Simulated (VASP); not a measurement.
# SnGe5Se6 (P-3m1) in VASP: relaxation of cell and atoms with PBE

Aim: the relaxation of cell and atoms of SnGe5Se6 with PBE.

Program: VASP 6.6.1. These are calculated values, not measurements. Logs are shortened: lines on timing, memory, paths and dates and some standing lists are left out, and cuts for length are marked.

## (1) The cell of the first run

The structure is trigonal, space group P-3m1 (No. 164). Conventional cell: a = 4.108 Å, b = 4.108 Å, c = 20.123 Å, α = 90.00°, β = 90.00°, γ = 120.00°. Sn (site symmetry -3m) has 6 Se at 2.90 Å within 3.8 Å. Ge (site symmetry -3m) has 6 Se at 2.90 Å within 3.8 Å. Within 3.8 Å of Ge (site symmetry 3m) lie 6 Se at 2.90 Å. Ge (site symmetry 3m) has 6 Se at 2.90 Å within 3.8 Å. Se (site symmetry 3m) has 6 Ge at 2.90 Å within 3.8 Å. Within 3.8 Å of Se (site symmetry 3m) lie 6 Ge at 2.90 Å. Se (site symmetry 3m) has 3 Sn at 2.90 Å and 3 Ge at 2.90 Å within 3.8 Å.

## (2) Relaxation of cell and atoms, PBE

Contents of INCAR:

```
PREC = Accurate ; ENCUT = 600
EDIFF = 1E-6 ; ISMEAR = 0
SIGMA = 0.1 ; LREAL = F
LASPH = T ; NELM = 80
ALGO = Normal ; ISIF = 3
LWAVE = F ; LCHARG = F
GGA = PE ; IBRION = 2
NSW = 90 ; EDIFFG = -0.04
```

Contents of KPOINTS:

```
Automatic mesh
0
Gamma
  6 6 1
```

Contents of POSCAR:

```
SnGe5Se6
1.0
    4.1075782900      0.0000000000      0.0000000000
   -2.0537891500      3.5572671500      0.0000000000
    0.0000000000      0.0000000000     20.1229417900
Sn Ge Se
1 5 6
Direct
    0.0000000000      0.0000000000      0.5000000000
    0.0000000000      0.0000000000      0.0000000000
    0.3333333300      0.6666666700      0.8333333300
    0.6666666700      0.3333333300      0.6666666700
    0.3333333300      0.6666666700      0.3333333300
    0.6666666700      0.3333333300      0.1666666700
    0.6666666700      0.3333333300      0.9166666700
    0.0000000000      0.0000000000      0.7500000000
    0.3333333300      0.6666666700      0.5833333300
    0.6666666700      0.3333333300      0.4166666700
    0.0000000000      0.0000000000      0.2500000000
    0.3333333300      0.6666666700      0.0833333300
```

Potentials or basis: VASP PAW PBE potentials, release 64 (Sn_d, Ge_d, Se).

Launch:

```
$ cat potpaw_PBE.64/Sn_d/POTCAR potpaw_PBE.64/Ge_d/POTCAR potpaw_PBE.64/Se/POTCAR > POTCAR
$ mpirun -np 1 vasp_std > vasp.out
```

OUTCAR:

```text
PREC = Accurate
   ENCUT = 600
   EDIFF = 1E-6
   ISMEAR = 0
   LREAL = F
   LASPH = T
   NELM = 80
   ISIF = 3
   GGA = PE
   IBRION = 2
   NSW = 90
   EDIFFG = -0.04

 ion  position               nearest neighbor table
   1  0.000  0.000  0.500-   9 2.90  10 2.90  10 2.90   9 2.90  10 2.90   9 2.90
   2  0.000  0.000  0.000-
   3  0.333  0.667  0.833-
   4  0.667  0.333  0.667-
   5  0.333  0.667  0.333-
   6  0.667  0.333  0.167-
   7  0.667  0.333  0.917-
   8  0.000  0.000  0.750-
   9  0.333  0.667  0.583-   1 2.90   1 2.90   1 2.90
  10  0.667  0.333  0.417-   1 2.90   1 2.90   1 2.90
  11  0.000  0.000  0.250-
  12  0.333  0.667  0.083-

  LATTYP: Found a hexagonal cell.
 ALAT       =     4.1075782900
 C/A-ratio  =     4.8989794885

  Lattice vectors:

 A1 = (   4.1075782900,   0.0000000000,   0.0000000000)
 A2 = (  -2.0537891500,   3.5572671500,   0.0000000000)
 A3 = (   0.0000000000,   0.0000000000,  20.1229417900)

Analysis of symmetry for initial positions (statically):
=====================================================================
 Subroutine PRICEL returns:
 Original cell was already a primitive cell.

 Routine SETGRP: Setting up the symmetry group for a
 hexagonal supercell.

 Subroutine GETGRP returns: Found 12 space group operations
 (whereof 12 operations were pure point group operations)
 out of a pool of 24 trial point group operations.

The static configuration has the point symmetry D_3d.

Analysis of symmetry for dynamics (positions and initial velocities):
=====================================================================
 Subroutine PRICEL returns:
 Original cell was already a primitive cell.

 Routine SETGRP: Setting up the symmetry group for a
 hexagonal supercell.

 Subroutine GETGRP returns: Found 12 space group operations
 (whereof 12 operations were pure point group operations)
 out of a pool of 24 trial point group operations.

The dynamic configuration has the point symmetry D_3d.

 Subroutine INISYM returns: Found 12 space group operations
 (whereof 12 operations are pure point group operations),
 and found     1 'primitive' translations

----------------------------------------------------------------------------------------

                                     Primitive cell

  volume of cell :     294.0315

  direct lattice vectors                    reciprocal lattice vectors
     4.107578290  0.000000000  0.000000000     0.243452450  0.140557338  0.000000000
    -2.053789150  3.557267150  0.000000000     0.000000000  0.281114675  0.000000000
     0.000000000  0.000000000 20.122941790     0.000000000  0.000000000  0.049694523

  length of vectors
     4.107578290  4.107578295 20.122941790     0.281114676  0.281114675  0.049694523

  position of ions in fractional coordinates (direct lattice)
     0.000000000  0.000000000  0.500000000
     0.000000000  0.000000000  0.000000000
     0.333333330  0.666666670  0.833333330
     0.666666670  0.333333330  0.666666670
     0.333333330  0.666666670  0.333333330
     0.666666670  0.333333330  0.166666670
     0.666666670  0.333333330  0.916666670
     0.000000000  0.000000000  0.750000000
     0.333333330  0.666666670  0.583333330
     0.666666670  0.333333330  0.416666670
     0.000000000  0.000000000  0.250000000
     0.333333330  0.666666670  0.083333330

  ion indices of the primitive-cell ions
   primitive index   ion index
                 1           1
                 2           2
                 3           3
                 4           4
                 5           5
                 6           6
                 7           7
                 8           8
                 9           9
                10          10
                11          11
                12          12

----------------------------------------------------------------------------------------

 KPOINTS: Automatic mesh

Automatic generation of k-mesh.
 Grid dimensions read from file:
 generate k-points for:    6    6    1

 Generating k-lattice:

  Cartesian coordinates                     Fractional coordinates (reciprocal lattice)
     0.040575408  0.023426223  0.000000000     0.166666667  0.000000000  0.000000000
     0.000000000  0.046852446  0.000000000     0.000000000  0.166666667  0.000000000
     0.000000000  0.000000000  0.049694523     0.000000000  0.000000000  1.000000000

  Length of vectors
     0.046852446  0.046852446  0.049694523

  Shift w.r.t. Gamma in fractional coordinates (k-lattice)
     0.000000000  0.000000000  0.000000000

 Subroutine IBZKPT returns following result:
 ===========================================

 Found      7 irreducible k-points:

 Following reciprocal coordinates:
            Coordinates               Weight
  0.000000  0.000000  0.000000      1.000000
  0.166667  0.000000  0.000000      6.000000
  0.333333  0.000000  0.000000      6.000000
  0.500000  0.000000  0.000000      3.000000
  0.166667  0.166667  0.000000      6.000000
  0.333333  0.166667  0.000000     12.000000
  0.333333  0.333333  0.000000      2.000000
   k-points           NKPTS =      7   k-points in BZ     NKDIM =      7   number of bands    NBANDS=     72
   number of dos      NEDOS =    301   number of ions     NIONS =     12
   total plane-waves  NPLWV = 209952
   dimension x,y,z NGX =    36 NGY =   36 NGZ =  162
   dimension x,y,z NGXF=    72 NGYF=   72 NGZF=  324
   ions per type =               1   5   6
   NGX,Y,Z   is equivalent  to a cutoff of  14.57, 14.57, 13.38 a.u.
   NGXF,Y,Z  is equivalent  to a cutoff of  29.14, 29.14, 26.77 a.u.
 SYSTEM =  unknown system
   PREC   = accura    normal or accurate (medium, high low for compatibility)
   ISTART =      0    job   : 0-new  1-cont  2-samecut
   ICHARG =      2    charge: 1-file 2-atom 10-const
   ISPIN  =      1    spin polarized calculation?
   LNONCOLLINEAR =      F non collinear calculations
   LSORBIT =      F    spin-orbit coupling
   LASPH  =      T    aspherical Exc in radial PAW
   ENCUT  =  600.0 eV  44.10 Ry    6.64 a.u.   8.20  8.20 40.19*2*pi/ulx,y,z
   NELM   =     80;   NELMIN=  2; NELMDL= -5     # of ELM steps
   EDIFF  = 0.1E-05   stopping-criterion for ELM
   LREAL  =      F    real-space projection
   EDIFFG = -.4E-01   stopping-criterion for IOM
   NSW    =     90    number of steps for IOM
   IBRION =      2    ionic relax: 0-MD 1-quasi-New 2-CG
   NFREE  =      1    steps in history (QN), initial steepest desc. (CG)
   ISIF   =      3    stress and relaxation
   ISYM   =      2    0-nonsym 1-usesym 2-fastsym
   POTIM  = 0.5000    time-step for ionic-motion
   TEBEG  =    0.0;   TEEND  =   0.0 temperature during run
   PSTRESS=    0.0 pullay stress
   NELECT =     120.0000    total number of electrons
   NUPDOWN=      -1.0000    fix difference up-down
   EMIN   =  10.00;   EMAX   =-10.00  energy-range for DOS
   EFERMI =   0.00;   METHOD = LEGACY
   ISMEAR =     0;   SIGMA  =   0.10  broadening in eV -4-tet -1-fermi 0-gaus
   EFERMI_NEDOS =   21; number of points for ismear=-14 and -15
   IALGO  =     38    algorithm
   IMIX   =      4    mixing-type and parameters
     AMIX     =   0.40;   BMIX     =  1.00
     AMIX_MAG =   1.60;   BMIX_MAG =  1.00
  volume/ion in A,a.u.               =      24.50       165.35
  Fermi-wavevector in a.u.,A,eV,Ry     =   1.214332  2.294754 20.063169  1.474601
  Thomas-Fermi vector in A             =   2.349755
   LORBIT       =      0    0 simple, 1 ext, 2 COOP (PROOUT), +10 PAW based schemes
   GGA     = PE    functional components
   LHFCALC =     F    Hartree Fock is set to
   AEXX    =    0.0000 exact exchange contribution
   IVDW    =     0    specifies the selected vdW correction
   LEPSILON=     F    determine dielectric tensor
   LRPA    =     F    only Hartree local field effects (RPA)
 conjugate gradient relaxation of ions
 non-spin polarized calculation
 Gauss-broadening in eV      SIGMA  =   0.10
  energy-cutoff  :      600.00
  volume of cell :      294.03
 maximum number of plane-waves:      9876
 NGX is ok and might be reduce to    36
   NGX = 17   NGY = 17   NGZ = 81

--------------------------------------- Ionic step        1  -------------------------------------------

 number of electron     119.9999997 magnetization

 Free energy of the ion-electron system (eV)
  ---------------------------------------------------
  ext. energy  EPLUGINS =         0.00000000
  ---------------------------------------------------
  free energy    TOTEN  =       -50.12027316 eV

  energy without entropy =      -50.10852122  energy(sigma->0) =      -50.11439719

------------------------ aborting loop because EDIFF is reached ----------------------------------------

  FORCE on cell =-STRESS in cart. coord.  units (eV):
  Direction    XX          YY          ZZ          XY          YZ          ZX
  --------------------------------------------------------------------------------------
  -------------------------------------------------------------------------------------
  Total       -3.4635228     -3.4635228     -3.3682314      0.0000000      0.0000000      0.0000000
  in kB      -18.8727343    -18.8727344    -18.3534915      0.0000000      0.0000000      0.0000000
  external PRESSURE =     -18.6996534 kB  Pullay stress =       0.0000000 kB
[... 119 lines left out ...]
  FREE ENERGIE OF THE ION-ELECTRON SYSTEM (eV)
  ---------------------------------------------------
  free  energy   TOTEN  =       -50.2411813388 eV

  energy  without entropy=      -50.2369510540  energy(sigma->0) =      -50.23906620

 E-fermi :   5.0702     XC(G=0):  -9.9140

 val. band max:        5.0647522351   @ k =   0.0000   0.0000   0.0000
 cond. band min:       5.1189678779   @ k =   0.5000   0.0000   0.0000
 fundamental gap:      0.0542156428
 Fermi energy:         5.0701749349

 k-point     1 :       0.0000    0.0000    0.0000
  band No.  band energies     occupation
      1     -20.1498      2.00000
      2     -20.1498      2.00000
      3     -20.1497      2.00000
      4     -20.1497      2.00000
      5     -20.1469      2.00000
      6     -20.1469      2.00000
[... 514 lines left out ...]
     71       9.2395      0.00000
     72       9.5005      0.00000

[... ionic steps 4 to 12 ...]

--------------------------------------- Ionic step       13  -------------------------------------------

 number of electron     120.0000014 magnetization

------------------------ aborting loop because EDIFF is reached ----------------------------------------

  FORCE on cell =-STRESS in cart. coord.  units (eV):
  Direction    XX          YY          ZZ          XY          YZ          ZX
  --------------------------------------------------------------------------------------
  -------------------------------------------------------------------------------------
  Total        0.0767031      0.0767031      0.0826205     -0.0000000      0.0000000      0.0000000
  in kB        0.4368508      0.4368508      0.4705523     -0.0000000      0.0000000      0.0000000
  external PRESSURE =       0.4480846 kB  Pullay stress =       0.0000000 kB
[... 77 lines left out ...]
  energy  without entropy=      -50.3669676879  energy(sigma->0) =      -50.37013113

--------------------------------------- Ionic step       15  -------------------------------------------

 number of electron     120.0000015 magnetization

 Free energy of the ion-electron system (eV)
  ---------------------------------------------------
  ext. energy  EPLUGINS =         0.00000000
  ---------------------------------------------------
  free energy    TOTEN  =       -50.37386216 eV

  energy without entropy =      -50.36721281  energy(sigma->0) =      -50.37053749

 E-fermi :   5.1265     XC(G=0):  -9.9390

 val. band max:        5.1154404346   @ k =   0.0000   0.0000   0.0000
 cond. band min:       5.1845915203   @ k =   0.5000   0.0000   0.0000
 fundamental gap:      0.0691510857
 Fermi energy:         5.1264741352

 k-point     1 :       0.0000    0.0000    0.0000
  band No.  band energies     occupation
      1     -20.0753      2.00000
      2     -20.0753      2.00000
      3     -20.0718      2.00000
      4     -20.0718      2.00000
      5     -20.0718      2.00000
      6     -20.0718      2.00000
[... 553 lines left out ...]
  FREE ENERGIE OF THE ION-ELECTRON SYSTEM (eV)
  ---------------------------------------------------
  free  energy   TOTEN  =       -50.3738621584 eV

  energy  without entropy=      -50.3672128120  energy(sigma->0) =      -50.37053749

 reached required accuracy - stopping structural energy minimisation
```

It took 86 min on 1 thread of Intel Xeon 8259CL, shared host; peak memory 0.62 GiB.

Results:

* Free energy: -50.3739 eV
* Relaxed volume: 23.55 Å³/atom
* Relaxed cell: a = 4.040 Å, b = 4.040 Å, c = 19.998 Å, α = 90.00°, β = 90.00°, γ = 120.00°
* Space group after relaxing (to 0.1 Å): P-3m1 (No. 164)
* Energy gained by relaxing: 21.1 meV/atom
* Ionic steps: 15
* Pressure after relaxing: -0.2 GPa
* Largest force after relaxing: 0.010 eV/Å
* Band gap on the k mesh: 0.07 eV (least direct gap 0.15 eV)

Forces in eV/Å, atoms in the order of the input:
```
Sn   0.000  0.000  0.000
Ge   0.000  0.000  0.000
Ge   0.000  0.000  0.006
Ge   0.000  0.000  0.008
Ge   0.000  0.000 -0.008
Ge   0.000  0.000 -0.006
Se   0.000  0.000  0.010
Se   0.000  0.000  0.003
Se   0.000  0.000 -0.010
Se   0.000  0.000  0.010
Se   0.000  0.000 -0.003
Se   0.000  0.000 -0.010
```

The path:
```csv
step,energy change (eV),largest force (eV/Å),pressure (GPa),volume (Å³)
1,0.0000,0.7196,-1.87,294.03
2,-0.1176,0.6035,0.15,282.03
3,-0.1209,0.5780,0.56,279.73
4,-0.1641,0.3684,0.45,280.38
5,-0.2048,0.2480,0.07,281.82
6,-0.2181,0.1684,-0.08,282.58
7,-0.2284,0.1508,-0.40,284.10
8,-0.2369,0.1546,-0.06,281.91
9,-0.2384,0.1579,0.21,280.38
10,-0.2453,0.1044,0.15,280.69
11,-0.2501,0.0959,0.11,281.09
12,-0.2459,0.1691,-0.06,281.90
13,-0.2507,0.1157,0.04,281.31
14,-0.2530,0.0654,-0.02,281.93
15,-0.2536,0.0104,-0.16,282.61
```

Final structure:
```
Sn Ge Se
1.0
     4.03955    0.00000    0.00000
    -2.01978    3.49835    0.00000
     0.00000    0.00000   19.99789
Sn Ge Se
1 5 6
Direct
  0.00000 0.00000 0.50000
  0.00000 0.00000 0.00000
  0.33333 0.66667 0.83698
  0.66667 0.33333 0.67452
  0.33333 0.66667 0.32548
  0.66667 0.33333 0.16302
  0.66667 0.33333 0.91854
  0.00000 0.00000 0.75607
  0.33333 0.66667 0.59406
  0.66667 0.33333 0.40594
  0.00000 0.00000 0.24393
  0.33333 0.66667 0.08146
```

Caveat: spin-orbit coupling is left out, which moves the levels of the heavy elements.
